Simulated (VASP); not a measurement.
# NbSi2 (P6_222) in VASP: single point with r2SCAN

Aim: the single point of NbSi2 with r2SCAN.

Program: VASP 6.6.1. These are calculated values, not measurements. Logs are shortened: lines on timing, memory, paths and dates and some standing lists are left out, and cuts for length are marked.

## 1. The cell of the first run

Symmetry: P6_222, No. 180, hexagonal system. Conventional cell: a = 4.796 Å, b = 4.796 Å, c = 6.580 Å, α = 90.00°, β = 90.00°, γ = 120.00°. Nb (site symmetry 222) has 10 Si at 2.61 to 2.84 Å and 4 Nb at 3.25 Å within 3.4 Å. Si (site symmetry 2) has 9 Si at 2.56 to 3.34 Å and 5 Nb at 2.61 to 2.84 Å within 3.4 Å.

## 2. Single point, r2SCAN

POSCAR

```
NbSi2
1.0
    4.7955532086      0.0000000000      0.0000000000
   -2.3977766043      4.1530709039      0.0000000000
    0.0000000000      0.0000000000      6.5795856899
Nb Si
3 6
Direct
    0.5000000000      0.0000000000      0.5000000000
    0.5000000000      0.5000000000      0.8333333333
    0.0000000000      0.5000000000      0.1666666667
    0.1583813436      0.3167626872      0.5000000000
    0.8416186564      0.1583813436      0.8333333333
    0.6832373128      0.8416186564      0.1666666667
    0.8416186564      0.6832373128      0.5000000000
    0.1583813436      0.8416186564      0.8333333333
    0.3167626872      0.1583813436      0.1666666667
```

INCAR.step1

```
ALGO = Normal ; EDIFF = 1E-4
ENCUT = 520 ; GGA = PE
ISMEAR = 0 ; LASPH = T
LCHARG = F ; LREAL = F
LWAVE = T ; NBANDS = 42
NELM = 80 ; PREC = Accurate
SIGMA = 0.1
```

INCAR.step2

```
ALGO = Normal ; EDIFF = 1E-7
ENCUT = 520 ; ISIF = 2
ISMEAR = 0 ; ISTART = 1
LASPH = T ; LCHARG = F
LMIXTAU = T ; LREAL = F
LWAVE = F ; METAGGA = R2SCAN
NBANDS = 42 ; NELM = 80
PREC = Accurate ; SIGMA = 0.1
```

KPOINTS

```
k-points
0
Gamma
  9 9 6
```

Potentials or basis: VASP PAW PBE potentials, release 64 (Nb_sv, Si).

The run is started by

```console
$ cat potpaw_PBE.64/Nb_sv/POTCAR potpaw_PBE.64/Si/POTCAR > POTCAR
$ cp INCAR.step1 INCAR
$ mpirun -np 1 vasp_std > vasp.out
$ cp INCAR.step2 INCAR
$ mpirun -np 1 vasp_std > vasp.out
```

OUTCAR:

```text
EDIFF = 1E-7
   ENCUT = 520
   ISIF = 2
   ISMEAR = 0
   ISTART = 1
   LASPH = T
   LREAL = F
   METAGGA = R2SCAN
   NELM = 80
   PREC = Accurate

 ion  position               nearest neighbor table
   1  0.500  0.000  0.500-   5 2.61   6 2.61   8 2.61   9 2.61   7 2.73   4 2.73   4 2.73   7 2.73
                             4 2.84   7 2.84
   2  0.500  0.500  0.833-   4 2.61   7 2.61   6 2.61   9 2.61   8 2.73   5 2.73   8 2.73   5 2.73
                             8 2.84   5 2.84
   3  0.000  0.500  0.167-   4 2.61   7 2.61   5 2.61   8 2.61   6 2.73   9 2.73   9 2.73   6 2.73
                             6 2.84   9 2.84
   4  0.158  0.317  0.500-   5 2.56   9 2.56   2 2.61   3 2.61   7 2.63   1 2.73   1 2.73   1 2.84
                             7 2.84   7 2.84
   5  0.842  0.158  0.833-   4 2.56   6 2.56   1 2.61   3 2.61   8 2.63   2 2.73   2 2.73   2 2.84
                             8 2.84   8 2.84
   6  0.683  0.842  0.167-   7 2.56   5 2.56   1 2.61   2 2.61   9 2.63   3 2.73   3 2.73   3 2.84
                             9 2.84   9 2.84
   7  0.842  0.683  0.500-   6 2.56   8 2.56   2 2.61   3 2.61   4 2.63   1 2.73   1 2.73   1 2.84
                             4 2.84   4 2.84
   8  0.158  0.842  0.833-   7 2.56   9 2.56   1 2.61   3 2.61   5 2.63   2 2.73   2 2.73   2 2.84
                             5 2.84   5 2.84
   9  0.317  0.158  0.167-   4 2.56   8 2.56   1 2.61   2 2.61   6 2.63   3 2.73   3 2.73   3 2.84
                             6 2.84   6 2.84

  LATTYP: Found a hexagonal cell.
 ALAT       =     4.7955532086
 C/A-ratio  =     1.3720180767

  Lattice vectors:

 A1 = (   4.7955532086,   0.0000000000,   0.0000000000)
 A2 = (  -2.3977766043,   4.1530709039,   0.0000000000)
 A3 = (   0.0000000000,   0.0000000000,   6.5795856899)

Analysis of symmetry for initial positions (statically):
=====================================================================
 Subroutine PRICEL returns:
 Original cell was already a primitive cell.

 Routine SETGRP: Setting up the symmetry group for a
 hexagonal supercell.

 Subroutine GETGRP returns: Found 12 space group operations
 (whereof  4 operations were pure point group operations)
 out of a pool of 24 trial point group operations.

The static configuration has the point symmetry D_2 .
 The point group associated with its full space group is D_6 .

Analysis of symmetry for dynamics (positions and initial velocities):
=====================================================================
 Subroutine PRICEL returns:
 Original cell was already a primitive cell.

 Routine SETGRP: Setting up the symmetry group for a
 hexagonal supercell.

 Subroutine GETGRP returns: Found 12 space group operations
 (whereof  4 operations were pure point group operations)
 out of a pool of 24 trial point group operations.

The dynamic configuration has the point symmetry D_2 .
 The point group associated with its full space group is D_6 .

 Subroutine INISYM returns: Found 12 space group operations
 (whereof  4 operations are pure point group operations),
 and found     1 'primitive' translations

----------------------------------------------------------------------------------------

                                     Primitive cell

  volume of cell :     131.0408

  direct lattice vectors                    reciprocal lattice vectors
     4.795553209  0.000000000  0.000000000     0.208526515  0.120392840  0.000000000
    -2.397776604  4.153070904  0.000000000     0.000000000  0.240785680  0.000000000
     0.000000000  0.000000000  6.579585690     0.000000000  0.000000000  0.151985254

  length of vectors
     4.795553209  4.795553209  6.579585690     0.240785680  0.240785680  0.151985254

  position of ions in fractional coordinates (direct lattice)
     0.500000000  0.000000000  0.500000000
     0.500000000  0.500000000  0.833333333
     1.000000000  0.500000000  0.166666667
     0.158381344  0.316762687  0.500000000
     0.841618656  0.158381344  0.833333333
     0.683237313  0.841618656  0.166666667
     0.841618656  0.683237313  0.500000000
     0.158381344  0.841618656  0.833333333
     0.316762687  0.158381344  0.166666667

  ion indices of the primitive-cell ions
   primitive index   ion index
                 1           1
                 2           2
                 3           3
                 4           4
                 5           5
                 6           6
                 7           7
                 8           8
                 9           9

----------------------------------------------------------------------------------------

 KPOINTS: k-points

Automatic generation of k-mesh.
 Grid dimensions read from file:
 generate k-points for:    9    9    6

 Generating k-lattice:

  Cartesian coordinates                     Fractional coordinates (reciprocal lattice)
     0.023169613  0.013376982  0.000000000     0.111111111  0.000000000  0.000000000
     0.000000000  0.026753964  0.000000000     0.000000000  0.111111111  0.000000000
     0.000000000  0.000000000  0.025330876     0.000000000  0.000000000  0.166666667

  Length of vectors
     0.026753964  0.026753964  0.025330876

  Shift w.r.t. Gamma in fractional coordinates (k-lattice)
     0.000000000  0.000000000  0.000000000

 Subroutine IBZKPT returns following result:
 ===========================================

 Found     48 irreducible k-points:

 Following reciprocal coordinates:
            Coordinates               Weight
  0.000000  0.000000  0.000000      1.000000
  0.111111  0.000000  0.000000      6.000000
  0.222222  0.000000  0.000000      6.000000
  0.333333  0.000000  0.000000      6.000000
  0.444444  0.000000  0.000000      6.000000
  0.111111  0.111111  0.000000      6.000000
[... 16 lines left out ...]
  0.333333  0.222222  0.166667     24.000000
  0.333333  0.333333  0.166667      4.000000
 [... further k-points ...]
   k-points           NKPTS =     48   k-points in BZ     NKDIM =     48   number of bands    NBANDS=     42
   number of dos      NEDOS =    301   number of ions     NIONS =      9
   total plane-waves  NPLWV =  64800
   dimension x,y,z NGX =    36 NGY =   36 NGZ =   50
   dimension x,y,z NGXF=    72 NGYF=   72 NGZF=  100
   ions per type =               3   6
   NGX,Y,Z   is equivalent  to a cutoff of  12.48, 12.48, 12.63 a.u.
   NGXF,Y,Z  is equivalent  to a cutoff of  24.96, 24.96, 25.27 a.u.
 SYSTEM =  unknown system
   PREC   = accura    normal or accurate (medium, high low for compatibility)
   ISTART =      1    job   : 0-new  1-cont  2-samecut
   ICHARG =      0    charge: 1-file 2-atom 10-const
   ISPIN  =      1    spin polarized calculation?
   LNONCOLLINEAR =      F non collinear calculations
   LSORBIT =      F    spin-orbit coupling
   LASPH  =      T    aspherical Exc in radial PAW
   ENCUT  =  520.0 eV  38.22 Ry    6.18 a.u.   8.92  8.92 12.23*2*pi/ulx,y,z
   NELM   =     80;   NELMIN=  2; NELMDL=  0     # of ELM steps
   EDIFF  = 0.1E-06   stopping-criterion for ELM
   LREAL  =      F    real-space projection
   EDIFFG = 0.1E-05   stopping-criterion for IOM
   NSW    =      0    number of steps for IOM
   IBRION =     -1    ionic relax: 0-MD 1-quasi-New 2-CG
   NFREE  =      0    steps in history (QN), initial steepest desc. (CG)
   ISIF   =      2    stress and relaxation
   ISYM   =      2    0-nonsym 1-usesym 2-fastsym
   POTIM  = 0.5000    time-step for ionic-motion
   TEBEG  =    0.0;   TEEND  =   0.0 temperature during run
   PSTRESS=    0.0 pullay stress
   NELECT =      63.0000    total number of electrons
   NUPDOWN=      -1.0000    fix difference up-down
   EMIN   =  10.00;   EMAX   =-10.00  energy-range for DOS
   EFERMI =   0.00;   METHOD = LEGACY
   ISMEAR =     0;   SIGMA  =   0.10  broadening in eV -4-tet -1-fermi 0-gaus
   EFERMI_NEDOS =   21; number of points for ismear=-14 and -15
   IALGO  =     38    algorithm
   IMIX   =      4    mixing-type and parameters
     AMIX     =   0.40;   BMIX     =  1.00
     AMIX_MAG =   1.60;   BMIX_MAG =  1.00
  volume/ion in A,a.u.               =      14.56        98.26
  Fermi-wavevector in a.u.,A,eV,Ry     =   1.282487  2.423548 22.378477  1.644772
  Thomas-Fermi vector in A             =   2.414795
   LORBIT       =      0    0 simple, 1 ext, 2 COOP (PROOUT), +10 PAW based schemes
   METAGGA = R2SCAN    functional components
   LHFCALC =     F    Hartree Fock is set to
   AEXX    =    0.0000 exact exchange contribution
   IVDW    =     0    specifies the selected vdW correction
   LEPSILON=     F    determine dielectric tensor
   LRPA    =     F    only Hartree local field effects (RPA)
 non-spin polarized calculation
 Gauss-broadening in eV      SIGMA  =   0.10
  energy-cutoff  :      520.00
  volume of cell :      131.04
 maximum number of plane-waves:      3548
 NGX is ok and might be reduce to    36
   NGX = 17   NGY = 17   NGZ = 25

 number of electron      63.0000000 magnetization

 Free energy of the ion-electron system (eV)
  ---------------------------------------------------
  ext. energy  EPLUGINS =         0.00000000
  ---------------------------------------------------
  free energy    TOTEN  =      -131.95540704 eV

  energy without entropy =     -131.93464416  energy(sigma->0) =     -131.94502560

 E-fermi :  11.4833     XC(G=0): -12.9065

 val. band max:       11.4828333538   @ k =   0.3333   0.1111   0.5000
 cond. band min:      11.4836673746   @ k =   0.3333   0.2222   0.0000
 fundamental gap:      0.0008340208
 Fermi energy:        11.4833486403

 k-point     1 :       0.0000    0.0000    0.0000
  band No.  band energies     occupation
      1     -44.9699      2.00000
      2     -44.9281      2.00000
      3     -44.9281      2.00000
      4     -20.5156      2.00000
      5     -20.5156      2.00000
      6     -20.5100      2.00000
[... 34 lines left out ...]
     41      15.6215      0.00000
     42      15.6215      0.00000

 k-point     2 :       0.1111    0.0000    0.0000
  band No.  band energies     occupation
      1     -44.9687      2.00000
      2     -44.9292      2.00000
      3     -44.9281      2.00000
      4     -20.5388      2.00000
      5     -20.5199      2.00000
      6     -20.4893      2.00000
[... 34 lines left out ...]
     41      15.7127      0.00000
     42      15.9051      0.00000

 k-point     3 :       0.2222    0.0000    0.0000
  band No.  band energies     occupation
      1     -44.9654      2.00000
      2     -44.9323      2.00000
      3     -44.9281      2.00000
      4     -20.5613      2.00000
      5     -20.5296      2.00000
      6     -20.4754      2.00000
[... 34 lines left out ...]
     41      15.5491      0.00000
     42      15.8823      0.00000

 k-point     4 :       0.3333    0.0000    0.0000
  band No.  band energies     occupation
      1     -44.9607      2.00000
      2     -44.9367      2.00000
      3     -44.9281      2.00000
      4     -20.5772      2.00000
      5     -20.5393      2.00000
      6     -20.4710      2.00000
[... 844 lines left out ...]
     41      15.3379      0.00000
     42      15.8580      0.00000

 k-point    23 :       0.3333    0.2222    0.1667
  band No.  band energies     occupation
      1     -44.9539      2.00000
      2     -44.9428      2.00000
      3     -44.9286      2.00000
      4     -20.5814      2.00000
      5     -20.5479      2.00000
      6     -20.5008      2.00000
[... 34 lines left out ...]
     41      15.2511      0.00000
     42      15.7357      0.00000

 k-point    24 :       0.3333    0.3333    0.1667
  band No.  band energies     occupation
      1     -44.9521      2.00000
      2     -44.9441      2.00000
      3     -44.9290      2.00000
      4     -20.5829      2.00000
      5     -20.5449      2.00000
      6     -20.5091      2.00000
[... 34 lines left out ...]
     41      15.3952      0.00000
     42      15.6840      0.00000

 [... further k-points ...]
[... 5 lines left out ...]
  --------------------------------------------------------------------------------------
  -------------------------------------------------------------------------------------
  Total       -0.1417372     -0.1417372     -0.2077867     -0.0000000      0.0000000      0.0000000
  in kB       -1.7329566     -1.7329566     -2.5405146     -0.0000000      0.0000000      0.0000000
  external PRESSURE =      -2.0021426 kB  Pullay stress =       0.0000000 kB

 VOLUME and BASIS-vectors are now :
 -----------------------------------------------------------------------------
  energy-cutoff  :      520.00
  volume of cell :      131.04
      direct lattice vectors                 reciprocal lattice vectors
     4.795553209  0.000000000  0.000000000     0.208526515  0.120392840  0.000000000
    -2.397776604  4.153070904  0.000000000     0.000000000  0.240785680  0.000000000
     0.000000000  0.000000000  6.579585690     0.000000000  0.000000000  0.151985254

 POSITION                                       TOTAL-FORCE (eV/Angst)
 -----------------------------------------------------------------------------------
      2.39778      0.00000      3.28979        -0.000000      0.000000     -0.000000
      1.19889      2.07654      5.48299        -0.000000      0.000000     -0.000000
     -1.19889      2.07654      1.09660        -0.000000      0.000000     -0.000000
      0.00000      1.31554      3.28979        -0.000000     -0.000872     -0.000000
      3.65626      0.65777      5.48299         0.000755     -0.000436     -0.000000
      1.25849      3.49530      1.09660         0.000755      0.000436      0.000000
      2.39778      2.83753      3.28979        -0.000000      0.000872     -0.000000
     -1.25849      3.49530      5.48299        -0.000755      0.000436      0.000000
      1.13929      0.65777      1.09660        -0.000755     -0.000436      0.000000
 -----------------------------------------------------------------------------------
    total drift:                               -0.000000      0.000000      0.000000

  FREE ENERGIE OF THE ION-ELECTRON SYSTEM (eV)
  ---------------------------------------------------
  free  energy   TOTEN  =      -131.9554070400 eV

  energy  without entropy=     -131.9346441563  energy(sigma->0) =     -131.94502560
```

Wall time 32 min (1 thread of Intel Xeon 8259CL, shared host); peak memory 0.38 GiB.

What came out:

```
Free energy            : -131.9554 eV
Pressure               : -0.2 GPa
Band gap on the k mesh : zero (an odd number of electrons rules out a gap without spin polarisation)
```

Levels at points of the mesh, in eV from the Fermi level:
| k point | band 30 | band 31 | band 32 | band 33 | band 34 | band 35 |
| --- | --- | --- | --- | --- | --- | --- |
| (0.00, 0.00, 0.00) | -2.08 | -2.08 | -1.19 | 0.90 | 3.36 | 3.59 |
| (0.00, 0.00, 0.50) | -1.55 | -1.55 | 1.07 | 1.07 | 2.97 | 2.97 |

Caveat: the PAW data sets were made with another functional, which shifts forces and pressure a little.
